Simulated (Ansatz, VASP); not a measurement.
**Two plane-wave programs on BP**

```xyz
2
Lattice="0.0000 2.2539 2.2539 2.2539 0.0000 2.2539 2.2539 2.2539 0.0000" Properties=species:S:1:pos:R:3 pbc="T T T"
B     0.0000    0.0000    0.0000
P     1.1269    1.1269    1.1269
```

Alike in both runs: functional PBE; dispersion D3(BJ); k mesh 10 × 10 × 10; occupations gaussian, width 0.02 eV; no spin polarisation.

Ansatz relaxed the structure, and its values are those at the end. VASP's run is a single point on that final structure, the one shown.

|  | VASP | Ansatz |
| --- | --- | --- |
| version | VASP 6.6.1 | Ansatz 0.2.0 |
| potentials or method | VASP PAW PBE potentials, release 64 (B, P), cutoff 500 eV | scalar-relativistic, plane waves, PAW |
| valence electrons in the cell | 8 | 8 |

|  | VASP | Ansatz | Ansatz less VASP |
| --- | --- | --- | --- |
| gap on the k mesh at the Fermi level (eV) | 1.21 | 1.22 | +0.005 |
| least direct gap on the mesh (eV) | 3.43 | 3.43 | +0.004 |
| pressure (GPa) | -0.3 | 0.0 | +0.25 |
